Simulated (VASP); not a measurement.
# ZnS4 (C2) in VASP: relaxation of cell and atoms with PBE

Aim: the relaxation of cell and atoms of ZnS4 with PBE.

Everything below comes from runs of VASP 6.6.1. Logs are shortened: lines on timing, memory, paths and dates and some standing lists are left out, and cuts for length are marked.

## 1. The cell of the first run

The structure is monoclinic, space group C2 (No. 5). Conventional cell: a = 6.293 Å, b = 5.024 Å, c = 7.444 Å, α = 90.00°, β = 106.95°, γ = 90.00°. Within 3.3 Å of Zn (site symmetry 2) lie 6 S at 2.40 to 3.20 Å. Within 2.9 Å of S (site symmetry 1) lie 1 S at 2.18 Å and 2 Zn at 2.40 Å. Within 2.6 Å of S (site symmetry 1) lie 2 S at 1.97 to 2.18 Å.

## 2. Relaxation of cell and atoms, PBE

INCAR reads:

```
SYSTEM = ZnS4
  PREC = Accurate
  ENCUT = 600
  EDIFF = 1E-6
  ISMEAR = 0
  SIGMA = 0.02
  LREAL = .FALSE.
  LASPH = .TRUE.
  NELM = 60
  ALGO = Normal
  ISIF = 3
  LWAVE = .FALSE.
  LCHARG = .FALSE.
  GGA = PE
  IBRION = 2
  NSW = 100
  EDIFFG = -0.01
```

KPOINTS reads:

```
regular mesh
0
G
  8 8 4
  0 0 0
```

POSCAR reads:

```
ZnS4
1.0
    3.1463398053     -2.5121154876      0.0000000000
    3.1463398053      2.5121154876      0.0000000000
   -2.1702381091      0.0000000000      7.1207395573
Zn S
1 4
Direct
    0.0318751232      0.9681248768      0.0000000000
    0.4514572831      0.9995446776      0.8240596542
    0.6558722793      0.6416600080      0.5910285101
    0.0004553224      0.5485427169      0.1759403458
    0.3583399920      0.3441277207      0.4089714899
```

Potentials or basis: VASP PAW PBE potentials, release 64 (Zn, S).

Command:

```bash
$ cat potpaw_PBE.64/Zn/POTCAR potpaw_PBE.64/S/POTCAR > POTCAR
$ mpirun -np 1 vasp_std > vasp.out
```

OUTCAR:

```text
SYSTEM = ZnS4
   PREC = Accurate
   ENCUT = 600
   EDIFF = 1E-6
   ISMEAR = 0
   LREAL = .FALSE.
   LASPH = .TRUE.
   NELM = 60
   ISIF = 3
   GGA = PE
   IBRION = 2
   NSW = 100
   EDIFFG = -0.01

 ion  position               nearest neighbor table
   1  0.032  0.968  0.000-   4 2.40   2 2.40   4 2.40   2 2.40
   2  0.451  1.000  0.824-   3 2.18   1 2.40   1 2.40
   3  0.656  0.642  0.591-   5 1.97   2 2.18
   4  0.000  0.549  0.176-   5 2.18   1 2.40   1 2.40
   5  0.358  0.344  0.409-   3 1.97   4 2.18

  LATTYP: Found a base centered monoclinic cell.
 ALAT       =     6.2926796106
 B/A-ratio  =     0.7984247230
 C/A-ratio  =     1.1829803221
 COS(beta)  =    -0.2915373786

  Lattice vectors:

 A1 = (   3.1463398053,  -2.5121154876,   0.0000000000)
 A2 = (   3.1463398053,   2.5121154876,   0.0000000000)
 A3 = (  -2.1702381091,   0.0000000000,   7.1207395573)

Analysis of symmetry for initial positions (statically):
=====================================================================
 Subroutine PRICEL returns:
 Original cell was already a primitive cell.

 Routine SETGRP: Setting up the symmetry group for a
 base centered monoclinic supercell.

 Subroutine GETGRP returns: Found  2 space group operations
 (whereof  2 operations were pure point group operations)
 out of a pool of  4 trial point group operations.

The static configuration has the point symmetry C_2 .

Analysis of symmetry for dynamics (positions and initial velocities):
=====================================================================
 Subroutine PRICEL returns:
 Original cell was already a primitive cell.

 Routine SETGRP: Setting up the symmetry group for a
 base centered monoclinic supercell.

 Subroutine GETGRP returns: Found  2 space group operations
 (whereof  2 operations were pure point group operations)
 out of a pool of  4 trial point group operations.

The dynamic configuration has the point symmetry C_2 .

 Subroutine INISYM returns: Found  2 space group operations
 (whereof  2 operations are pure point group operations),
 and found     1 'primitive' translations

----------------------------------------------------------------------------------------

                                     Primitive cell

  volume of cell :     112.5642

[... 114 lines left out ...]
     AMIX_MAG =   1.60;   BMIX_MAG =  1.00
  volume/ion in A,a.u.               =      22.51       151.92
  Fermi-wavevector in a.u.,A,eV,Ry     =   1.119547  2.115637 17.053336  1.253385
  Thomas-Fermi vector in A             =   2.256187
   LORBIT       =      0    0 simple, 1 ext, 2 COOP (PROOUT), +10 PAW based schemes
   GGA     = PE    functional components
   LHFCALC =     F    Hartree Fock is set to
   AEXX    =    0.0000 exact exchange contribution
   IVDW    =     0    specifies the selected vdW correction
   LEPSILON=     F    determine dielectric tensor
   LRPA    =     F    only Hartree local field effects (RPA)
 conjugate gradient relaxation of ions
 non-spin polarized calculation
 Gauss-broadening in eV      SIGMA  =   0.02
  energy-cutoff  :      600.00
  volume of cell :      112.56
 maximum number of plane-waves:      3778
   NGX = 17   NGY = 17   NGZ = 29

--------------------------------------- Ionic step        1  -------------------------------------------

 number of electron      35.9999992 magnetization

 Free energy of the ion-electron system (eV)
  ---------------------------------------------------
  ext. energy  EPLUGINS =         0.00000000
  ---------------------------------------------------
  free energy    TOTEN  =       -18.03898107 eV

  energy without entropy =      -18.03898107  energy(sigma->0) =      -18.03898107

------------------------ aborting loop because EDIFF is reached ----------------------------------------

  FORCE on cell =-STRESS in cart. coord.  units (eV):
  Direction    XX          YY          ZZ          XY          YZ          ZX
  --------------------------------------------------------------------------------------
  -------------------------------------------------------------------------------------
  Total        0.1075981     -0.3687539     -0.1353456      0.0000000      0.0000000      0.0365346
  in kB        1.5314921     -5.2486409     -1.9264352      0.0000000      0.0000000      0.5200132
  external PRESSURE =      -1.8811947 kB  Pullay stress =       0.0000000 kB
[... 98 lines left out ...]
  FREE ENERGIE OF THE ION-ELECTRON SYSTEM (eV)
  ---------------------------------------------------
  free  energy   TOTEN  =       -18.0411004067 eV

  energy  without entropy=      -18.0411004067  energy(sigma->0) =      -18.04110041

[... ionic steps 4 to 25 ...]

--------------------------------------- Ionic step       26  -------------------------------------------

 number of electron      36.0000005 magnetization

------------------------ aborting loop because EDIFF is reached ----------------------------------------
[... 73 lines left out ...]
--------------------------------------- Ionic step       28  -------------------------------------------

 number of electron      36.0000006 magnetization

 Free energy of the ion-electron system (eV)
  ---------------------------------------------------
  ext. energy  EPLUGINS =         0.00000000
  ---------------------------------------------------
  free energy    TOTEN  =       -18.04948990 eV

  energy without entropy =      -18.04948990  energy(sigma->0) =      -18.04948990

 E-fermi :   2.7955     XC(G=0):  -9.0879

 val. band max:        2.6569211843   @ k =  -0.3750   0.1250   0.5000
 cond. band min:       4.1610381411   @ k =   0.0000   0.0000   0.5000
 fundamental gap:      1.5041169569
 Fermi energy:         2.7955479128

 k-point     1 :       0.0000    0.0000    0.0000
  band No.  band energies     occupation
      1     -13.3943      2.00000
      2     -10.8771      2.00000
      3      -9.9028      2.00000
      4      -6.5339      2.00000
      5      -4.2652      2.00000
      6      -3.8641      2.00000
[... 589 lines left out ...]
     21       5.7358      0.00000
     22       7.3469      0.00000

 [... further k-points ...]

------------------------ aborting loop because EDIFF is reached ----------------------------------------

  FORCE on cell =-STRESS in cart. coord.  units (eV):
  Direction    XX          YY          ZZ          XY          YZ          ZX
  --------------------------------------------------------------------------------------
  -------------------------------------------------------------------------------------
  Total        0.0038549     -0.0012294     -0.0050973      0.0000000      0.0000000      0.0192199
  in kB        0.0559621     -0.0178469     -0.0739979      0.0000000      0.0000000      0.2790193
  external PRESSURE =      -0.0119609 kB  Pullay stress =       0.0000000 kB
[... 20 lines left out ...]
  FREE ENERGIE OF THE ION-ELECTRON SYSTEM (eV)
  ---------------------------------------------------
  free  energy   TOTEN  =       -18.0494899034 eV

  energy  without entropy=      -18.0494899034  energy(sigma->0) =      -18.04948990

 reached required accuracy - stopping structural energy minimisation
```

OSZICAR:

```text
N       E                     dE             d eps       ncg     rms          rms(c)
DAV:   1     0.283553804865E+03    0.28355E+03   -0.17515E+04  3432   0.181E+03
DAV:   2     0.144912191362E+02   -0.26906E+03   -0.26185E+03  3872   0.364E+02
DAV:   3    -0.176806027306E+02   -0.32172E+02   -0.31600E+02  4314   0.121E+02
[... 214 lines left out ...]
       N       E                     dE             d eps       ncg     rms          rms(c)
DAV:   1    -0.180494826468E+02   -0.10154E-04   -0.10919E-02  3432   0.641E-01    0.305E-02
DAV:   2    -0.180494916702E+02   -0.90234E-05   -0.14201E-04  4484   0.904E-02    0.160E-02
DAV:   3    -0.180494904142E+02    0.12560E-05   -0.37911E-06  3862   0.166E-02    0.974E-03
DAV:   4    -0.180494899034E+02    0.51075E-06   -0.14458E-06  2082   0.997E-03
  28 F= -.18049490E+02 E0= -.18049490E+02  d E =-.179836E-04
```

CONTCAR:

```text
ZnS4
   1.00000000000000
     3.2075490340668464   -2.4075534600616471   -0.0186664628722888
     3.2075490340668464    2.4075534600616471   -0.0186664628722888
    -2.2537759284085332    0.0000000000000000    7.1588725305022534
  Zn              S
     1     4
Direct
     0.0327685787512892    0.9672314212487109    1.0000000000000000
     0.4394752572096430    0.0025131752076855    0.8222772986677230
     0.6605588468011743    0.6322895075544230    0.5927713829115484
     0.9974868247923144    0.5605247427903572    0.1777227013322769
     0.3677104924455769    0.3394411531988261    0.4072286170884515

  0.00000000E+00  0.00000000E+00  0.00000000E+00
  0.00000000E+00  0.00000000E+00  0.00000000E+00
  0.00000000E+00  0.00000000E+00  0.00000000E+00
  0.00000000E+00  0.00000000E+00  0.00000000E+00
  0.00000000E+00  0.00000000E+00  0.00000000E+00
```

It took 15 min on 1 thread of Intel Xeon 6975P-C (Granite Rapids), shared host; peak memory 0.38 GiB.

What came out:

```yaml
Free_energy: -18.0495 eV
Relaxed_volume: 22.07 Å³/atom
Relaxed_cell: a = 4.011 Å, b = 4.011 Å, c = 7.505 Å, α = 104.16°, β = 104.16°, γ = 73.78°
Space_group_after_relaxing_to_0.1_Å: C2 (No. 5)
Energy_gained_by_relaxing: 2.1 meV/atom
Ionic_steps: 28
Pressure_after_relaxing: 0.0 GPa
Largest_force_after_relaxing: 0.006 eV/Å
Band_gap_on_the_k_mesh: 1.50 eV (least direct gap 1.63 eV)
```

Forces on the atoms (eV/Å):
```
Zn   0.000  0.004  0.000
S    0.003  0.001 -0.005
S    0.000 -0.003 -0.001
S   -0.003  0.001  0.005
S    0.000 -0.003  0.001
```

Step by step:
```
step  energy change (eV)  largest force (eV/Å)  pressure (GPa)  volume (Å³)
   1              0.0000                0.0810           -0.19       112.56
   2             -0.0017                0.0594            0.06       112.13
   3             -0.0021                0.0776            0.20       111.86
   4             -0.0033                0.0684            0.10       111.90
   5             -0.0041                0.1369           -0.14       111.96
   6             -0.0049                0.1027           -0.14       111.90
   7             -0.0061                0.0470           -0.11       111.75
   8             -0.0059                0.1633           -0.09       111.47
   9             -0.0065                0.0739           -0.12       111.63
  10             -0.0070                0.0707           -0.08       111.46
  11             -0.0082                0.0607            0.01       110.95
  12             -0.0085                0.0527            0.22       109.92
  13             -0.0087                0.0495            0.16       110.27
  14             -0.0092                0.0714           -0.07       110.42
  15             -0.0092                0.0658           -0.06       110.40
  16             -0.0097                0.0386           -0.04       110.38
  17             -0.0098                0.0516           -0.03       110.36
  18             -0.0102                0.0248           -0.01       110.27
  19             -0.0103                0.0187            0.02       110.21
  20             -0.0104                0.0140            0.02       110.23
  21             -0.0104                0.0163            0.03       110.24
  22             -0.0104                0.0180           -0.06       110.33
  23             -0.0104                0.0172           -0.02       110.31
  24             -0.0105                0.0141            0.00       110.30
  25             -0.0105                0.0107            0.03       110.30
  26             -0.0105                0.0118           -0.02       110.36
  27             -0.0105                0.0101           -0.01       110.35
  28             -0.0105                0.0060            0.00       110.36
```

Final structure:
```
Zn S
1.0
     3.20755   -2.40755   -0.01867
     3.20755    2.40755   -0.01867
    -2.25378    0.00000    7.15887
Zn S
1 4
Direct
  0.03277 0.96723 0.00000
  0.43948 0.00251 0.82228
  0.66056 0.63229 0.59277
  0.99749 0.56052 0.17772
  0.36771 0.33944 0.40723
```
